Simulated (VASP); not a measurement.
# SiO2 (Pnnm) in VASP: notebook, part 3 of 4

VASP 6.6.1. Earlier steps stand in the parts before.

## (4) Single point, r2SCAN (strain -0.0200 x Voigt [0, 1, 0, 0, 0, 0])

The input, POSCAR:

```
SiO2
1.0
    4.1854060871      0.0000000000      0.0000000000
    0.0000000000      4.1016979654      0.0000000000
    0.0000000000      0.0000000000      2.6687449852
Si O
2 4
Direct
    0.5000000000      0.5000000000      0.5000000000
    0.0000000000      0.0000000000      0.0000000000
    0.6938852015      0.6938852015      0.0000000000
    0.1938852015      0.8061147985      0.5000000000
    0.3061147985      0.3061147985      0.0000000000
    0.8061147985      0.1938852015      0.5000000000
```

The input, INCAR.step1:

```
SYSTEM = SiO2
PREC = Accurate
ENCUT = 520
ISMEAR = 0
SIGMA = 0.05
LREAL = .FALSE.
LASPH = .TRUE.
NELM = 100
NBANDS = 25
GGA = PE
ALGO = Normal
EDIFF = 1E-4
LWAVE = .TRUE.
LCHARG = .FALSE.
```

The input, INCAR.step2:

```
SYSTEM = SiO2
PREC = Accurate
ENCUT = 520
EDIFF = 1E-6
ISMEAR = 0
SIGMA = 0.05
LREAL = .FALSE.
LASPH = .TRUE.
NELM = 100
ALGO = Normal
ISIF = 2
LWAVE = .FALSE.
LCHARG = .FALSE.
METAGGA = R2SCAN
LMIXTAU = .TRUE.
NBANDS = 25
ISTART = 1
```

The input, KPOINTS:

```
regular mesh
0
G
  6 6 8
  0 0 0
```

Potentials or basis: VASP PAW PBE potentials, release 64 (Si, O).

Launch:

```
$ cat potpaw_PBE.64/Si/POTCAR potpaw_PBE.64/O/POTCAR > POTCAR
$ cp INCAR.step1 INCAR
$ mpirun -np 1 vasp_std > vasp.out
$ cp INCAR.step2 INCAR
$ mpirun -np 1 vasp_std > vasp.out
```

OUTCAR:

```text
SYSTEM = SiO2
   PREC = Accurate
   ENCUT = 520
   EDIFF = 1E-6
   ISMEAR = 0
   LREAL = .FALSE.
   LASPH = .TRUE.
   NELM = 100
   ISIF = 2
   METAGGA = R2SCAN
   ISTART = 1

 ion  position               nearest neighbor table
   1  0.500  0.500  0.500-   3 1.75   5 1.75   3 1.75   5 1.75   4 1.79   6 1.79
   2  0.000  0.000  0.000-   4 1.75   6 1.75   4 1.75   6 1.75   5 1.79   3 1.79
   3  0.694  0.694  0.000-   1 1.75   1 1.75   2 1.79
   4  0.194  0.806  0.500-   2 1.75   2 1.75   1 1.79
   5  0.306  0.306  0.000-   1 1.75   1 1.75   2 1.79
   6  0.806  0.194  0.500-   2 1.75   2 1.75   1 1.79

  LATTYP: Found a simple orthorhombic cell.
 ALAT       =     2.6687449852
 B/A-ratio  =     1.5369388938
 C/A-ratio  =     1.5683049937

  Lattice vectors:

 A1 = (   0.0000000000,   0.0000000000,  -2.6687449852)
 A2 = (   0.0000000000,   4.1016979654,   0.0000000000)
 A3 = (   4.1854060871,   0.0000000000,   0.0000000000)

Analysis of symmetry for initial positions (statically):
=====================================================================
 Subroutine PRICEL returns:
 Original cell was already a primitive cell.

 Routine SETGRP: Setting up the symmetry group for a
 simple orthorhombic supercell.

 Subroutine GETGRP returns: Found  8 space group operations
 (whereof  4 operations were pure point group operations)
 out of a pool of  8 trial point group operations.

The static configuration has the point symmetry C_2h.
 The point group associated with its full space group is D_2h.

Analysis of symmetry for dynamics (positions and initial velocities):
=====================================================================
 Subroutine PRICEL returns:
 Original cell was already a primitive cell.

 Routine SETGRP: Setting up the symmetry group for a
 simple orthorhombic supercell.

 Subroutine GETGRP returns: Found  8 space group operations
 (whereof  4 operations were pure point group operations)
 out of a pool of  8 trial point group operations.

The dynamic configuration has the point symmetry C_2h.
 The point group associated with its full space group is D_2h.

 Subroutine INISYM returns: Found  8 space group operations
 (whereof  4 operations are pure point group operations),
 and found     1 'primitive' translations

----------------------------------------------------------------------------------------

                                     Primitive cell

  volume of cell :      45.8151

  direct lattice vectors                    reciprocal lattice vectors
     4.185406087  0.000000000  0.000000000     0.238925442  0.000000000  0.000000000
     0.000000000  4.101697965  0.000000000     0.000000000  0.243801472  0.000000000
     0.000000000  0.000000000  2.668744985     0.000000000  0.000000000  0.374707964

  length of vectors
     4.185406087  4.101697965  2.668744985     0.238925442  0.243801472  0.374707964

  position of ions in fractional coordinates (direct lattice)
     0.500000000  0.500000000  0.500000000
     0.000000000  0.000000000  0.000000000
     0.693885202  0.693885202  0.000000000
     0.193885202  0.806114798  0.500000000
     0.306114798  0.306114798  0.000000000
     0.806114798  0.193885202  0.500000000

  ion indices of the primitive-cell ions
   primitive index   ion index
                 1           1
                 2           2
[... 28 lines left out ...]

 Found     80 irreducible k-points:

 Following reciprocal coordinates:
            Coordinates               Weight
  0.000000  0.000000  0.000000      1.000000
  0.166667  0.000000  0.000000      2.000000
  0.333333  0.000000  0.000000      2.000000
  0.500000  0.000000  0.000000      1.000000
  0.000000  0.166667  0.000000      2.000000
  0.166667  0.166667  0.000000      4.000000
[... 16 lines left out ...]
  0.333333  0.166667  0.125000      8.000000
  0.500000  0.166667  0.125000      4.000000
 [... further k-points ...]
   k-points           NKPTS =     80   k-points in BZ     NKDIM =     80   number of bands    NBANDS=     25
   number of dos      NEDOS =    301   number of ions     NIONS =      6
   total plane-waves  NPLWV =  20480
   dimension x,y,z NGX =    32 NGY =   32 NGZ =   20
   dimension x,y,z NGXF=    64 NGYF=   64 NGZF=   40
   ions per type =               2   4
   NGX,Y,Z   is equivalent  to a cutoff of  12.71, 12.97, 12.46 a.u.
   NGXF,Y,Z  is equivalent  to a cutoff of  25.42, 25.94, 24.92 a.u.
 SYSTEM =  SiO2
   PREC   = accura    normal or accurate (medium, high low for compatibility)
   ISTART =      1    job   : 0-new  1-cont  2-samecut
   ICHARG =      0    charge: 1-file 2-atom 10-const
   ISPIN  =      1    spin polarized calculation?
   LNONCOLLINEAR =      F non collinear calculations
   LSORBIT =      F    spin-orbit coupling
   LASPH  =      T    aspherical Exc in radial PAW
   ENCUT  =  520.0 eV  38.22 Ry    6.18 a.u.   7.78  7.63  4.96*2*pi/ulx,y,z
   NELM   =    100;   NELMIN=  2; NELMDL=  0     # of ELM steps
   EDIFF  = 0.1E-05   stopping-criterion for ELM
   LREAL  =      F    real-space projection
   EDIFFG = 0.1E-04   stopping-criterion for IOM
   NSW    =      0    number of steps for IOM
   IBRION =     -1    ionic relax: 0-MD 1-quasi-New 2-CG
   NFREE  =      0    steps in history (QN), initial steepest desc. (CG)
   ISIF   =      2    stress and relaxation
   ISYM   =      2    0-nonsym 1-usesym 2-fastsym
   POTIM  = 0.5000    time-step for ionic-motion
   TEBEG  =    0.0;   TEEND  =   0.0 temperature during run
   PSTRESS=    0.0 pullay stress
   NELECT =      32.0000    total number of electrons
   NUPDOWN=      -1.0000    fix difference up-down
   EMIN   =  10.00;   EMAX   =-10.00  energy-range for DOS
   EFERMI =   0.00;   METHOD = LEGACY
   ISMEAR =     0;   SIGMA  =   0.05  broadening in eV -4-tet -1-fermi 0-gaus
   EFERMI_NEDOS =   21; number of points for ismear=-14 and -15
   IALGO  =     38    algorithm
   IMIX   =      4    mixing-type and parameters
     AMIX     =   0.40;   BMIX     =  1.00
     AMIX_MAG =   1.60;   BMIX_MAG =  1.00
  volume/ion in A,a.u.               =       7.64        51.53
  Fermi-wavevector in a.u.,A,eV,Ry     =   1.452520  2.744864 28.705756  2.109814
  Thomas-Fermi vector in A             =   2.569892
   LORBIT       =      0    0 simple, 1 ext, 2 COOP (PROOUT), +10 PAW based schemes
   METAGGA = R2SCAN    functional components
   LHFCALC =     F    Hartree Fock is set to
   AEXX    =    0.0000 exact exchange contribution
   IVDW    =     0    specifies the selected vdW correction
   LEPSILON=     F    determine dielectric tensor
   LRPA    =     F    only Hartree local field effects (RPA)
 non-spin polarized calculation
 Gauss-broadening in eV      SIGMA  =   0.05
  energy-cutoff  :      520.00
  volume of cell :       45.82
 maximum number of plane-waves:      1258
 NGX is ok and might be reduce to    32
   NGX = 15   NGY = 15   NGZ =  9

 number of electron      31.9999972 magnetization

 Free energy of the ion-electron system (eV)
  ---------------------------------------------------
  ext. energy  EPLUGINS =         0.00000000
  ---------------------------------------------------
  free energy    TOTEN  =       -58.74928453 eV

  energy without entropy =      -58.74928453  energy(sigma->0) =      -58.74928453

 E-fermi :   8.3631     XC(G=0): -12.9794

 val. band max:        8.0833683953   @ k =   0.0000   0.0000   0.0000
 cond. band min:      14.9247814591   @ k =   0.0000   0.0000   0.0000
 fundamental gap:      6.8414130638
 Fermi energy:         8.3630994104

 k-point     1 :       0.0000    0.0000    0.0000
  band No.  band energies     occupation
      1     -15.6578      2.00000
      2     -12.0337      2.00000
      3     -11.8585      2.00000
      4     -11.6630      2.00000
      5      -3.0711      2.00000
      6       1.4718      2.00000
[... 661 lines left out ...]
     24      22.1722      0.00000
     25      23.9776      0.00000

 [... further k-points ...]
[... 5 lines left out ...]
  --------------------------------------------------------------------------------------
  -------------------------------------------------------------------------------------
  Total        1.2014810      3.3498489      1.4911756     -0.0000000      0.0000000      0.0000000
  in kB       42.0164280    117.1459937     52.1472013     -0.0000000      0.0000000      0.0000000
  external PRESSURE =      70.4365410 kB  Pullay stress =       0.0000000 kB

 VOLUME and BASIS-vectors are now :
 -----------------------------------------------------------------------------
  energy-cutoff  :      520.00
  volume of cell :       45.82
      direct lattice vectors                 reciprocal lattice vectors
     4.185406087  0.000000000  0.000000000     0.238925442  0.000000000  0.000000000
     0.000000000  4.101697965  0.000000000     0.000000000  0.243801472  0.000000000
     0.000000000  0.000000000  2.668744985     0.000000000  0.000000000  0.374707964

 POSITION                                       TOTAL-FORCE (eV/Angst)
 -----------------------------------------------------------------------------------
      2.09270      2.05085      1.33437         0.000000      0.000000      0.000000
      0.00000      0.00000      0.00000         0.000000      0.000000      0.000000
      2.90419      2.84611      0.00000         0.104237      0.209334     -0.000000
      0.81149      3.30644      1.33437         0.104237     -0.209334      0.000000
      1.28121      1.25559      0.00000        -0.104237     -0.209334      0.000000
      3.37392      0.79526      1.33437        -0.104237      0.209334     -0.000000
 -----------------------------------------------------------------------------------
    total drift:                                0.000000     -0.000000      0.000000

  FREE ENERGIE OF THE ION-ELECTRON SYSTEM (eV)
  ---------------------------------------------------
  free  energy   TOTEN  =       -58.7492845306 eV

  energy  without entropy=      -58.7492845306  energy(sigma->0) =      -58.74928453
```

Run time: 2.4 min. Hardware: 1 thread of Intel Xeon Platinum 8124M at 3.00GHz (Skylake/Cascade Lake), shared host; peak memory 0.2 GiB.

What came out:

- Free energy: -58.7493 eV
- Pressure: 7.0 GPa
- Largest force: 0.234 eV/Å
- Band gap on the k mesh: 6.84 eV, direct

Forces on the atoms (eV/Å):
```
Si   0.000  0.000  0.000
Si   0.000  0.000  0.000
O    0.104  0.209  0.000
O    0.104 -0.209  0.000
O   -0.104 -0.209  0.000
O   -0.104  0.209  0.000
```

Stress tensor (GPa, compression positive):
```
 4.20  0.00  0.00
 0.00 11.71  0.00
 0.00  0.00  5.21
```

Caveat: the cell differs from its parent crystal (strain -0.0200 x Voigt [0, 1, 0, 0, 0, 0]); the PAW data sets were made with another functional, which shifts forces and pressure a little.

## (5) Single point, r2SCAN (strain -0.0100 x Voigt [0, 1, 0, 0, 0, 0])

POSCAR: that of step 4 with these lines changed.

```diff
@@ -3,3 +3,3 @@
     4.1854060871      0.0000000000      0.0000000000
-    0.0000000000      4.1016979654      0.0000000000
+    0.0000000000      4.1435520262      0.0000000000
     0.0000000000      0.0000000000      2.6687449852
```

The input, INCAR.step1:

```
SYSTEM = SiO2
PREC     = Accurate       ! precision mode
ENCUT    = 520            ! plane-wave cutoff, eV
ISMEAR   = 0              ! smearing method
SIGMA    = 0.05           ! smearing width, eV
LREAL    = .FALSE.        ! projectors in reciprocal space
LASPH    = .TRUE.         ! aspherical terms in the spheres
NELM     = 60             ! most SCF steps
NBANDS   = 25             ! bands
GGA      = PE             ! functional
ALGO     = Normal         ! electronic algorithm
EDIFF    = 1E-4           ! SCF threshold, eV
LWAVE    = .TRUE.         ! write WAVECAR
LCHARG   = .FALSE.        ! write CHGCAR
```

The input, INCAR.step2:

```
SYSTEM = SiO2
PREC     = Accurate       ! precision mode
ENCUT    = 520            ! plane-wave cutoff, eV
EDIFF    = 1E-7           ! SCF threshold, eV
ISMEAR   = 0              ! smearing method
SIGMA    = 0.05           ! smearing width, eV
LREAL    = .FALSE.        ! projectors in reciprocal space
LASPH    = .TRUE.         ! aspherical terms in the spheres
NELM     = 60             ! most SCF steps
ALGO     = Normal         ! electronic algorithm
ISIF     = 2              ! what is computed and relaxed
LWAVE    = .FALSE.        ! write WAVECAR
LCHARG   = .FALSE.        ! write CHGCAR
METAGGA  = R2SCAN         ! meta-GGA
LMIXTAU  = .TRUE.       
NBANDS   = 25             ! bands
ISTART   = 1
```

KPOINTS is that of step 4.

Launch:

```
$ cat potpaw_PBE.64/Si/POTCAR potpaw_PBE.64/O/POTCAR > POTCAR
$ cp INCAR.step1 INCAR
$ mpirun -np 1 vasp_std > vasp.out
$ cp INCAR.step2 INCAR
$ mpirun -np 1 vasp_std > vasp.out
```

Run time: 2.4 min. Hardware: 1 thread of Intel Xeon Platinum 8124M at 3.00GHz (Skylake/Cascade Lake), shared host; peak memory 0.2 GiB.

The run converged. Its results:

| Quantity | Value |
| --- | --- |
| Free energy | -58.7759 eV |
| Pressure | 3.6 GPa |
| Largest force | 0.130 eV/Å |
| Band gap on the k mesh | 6.68 eV, direct |

Forces in eV/Å, atoms in the order of the input:
```
Si   0.000  0.000  0.000
Si   0.000  0.000  0.000
O    0.062  0.114  0.000
O    0.062 -0.114  0.000
O   -0.062 -0.114  0.000
O   -0.062  0.114  0.000
```

Stress tensor (GPa, compression positive):
```
2.07 0.00 0.00
0.00 5.78 0.00
0.00 0.00 3.05
```

Levels at points of the mesh, in eV from the valence-band top:
```
           k point  band 12  band 13  band 14  band 15  band 16  band 17  band 18  band 19  band 20  band 21
(0.00, 0.00, 0.00)    -3.20    -2.55    -0.93    -0.84     0.00     6.68     7.60     9.43     9.55    12.10
(0.50, 0.00, 0.00)    -4.01    -2.74    -2.74    -1.05    -1.05     8.79     8.79    10.08    10.08    12.17
(0.00, 0.50, 0.00)    -3.94    -2.78    -2.78    -1.11    -1.11     8.79     8.79    10.05    10.05    12.25
(0.50, 0.50, 0.00)    -3.37    -2.71    -2.71    -2.34    -2.34     8.47     8.47    11.09    11.09    14.51
(0.00, 0.00, 0.50)    -4.69    -3.17    -3.17    -2.75    -2.75    10.29    10.29    13.84    13.84    14.07
(0.50, 0.00, 0.50)    -4.04    -2.34    -2.34    -1.86    -1.86     9.88     9.88    11.02    11.02    13.33
(0.00, 0.50, 0.50)    -4.06    -2.31    -2.31    -1.79    -1.79     9.98     9.98    11.07    11.07    13.37
(0.50, 0.50, 0.50)    -4.55    -1.79    -1.79    -1.62    -1.62     8.30     8.30    12.08    12.08    12.87
```

Caveat: the cell differs from its parent crystal (strain -0.0100 x Voigt [0, 1, 0, 0, 0, 0]); the PAW data sets were made with another functional, which shifts forces and pressure a little. A k mesh can miss the band edges.

(Part 3 of 4 ends here.)
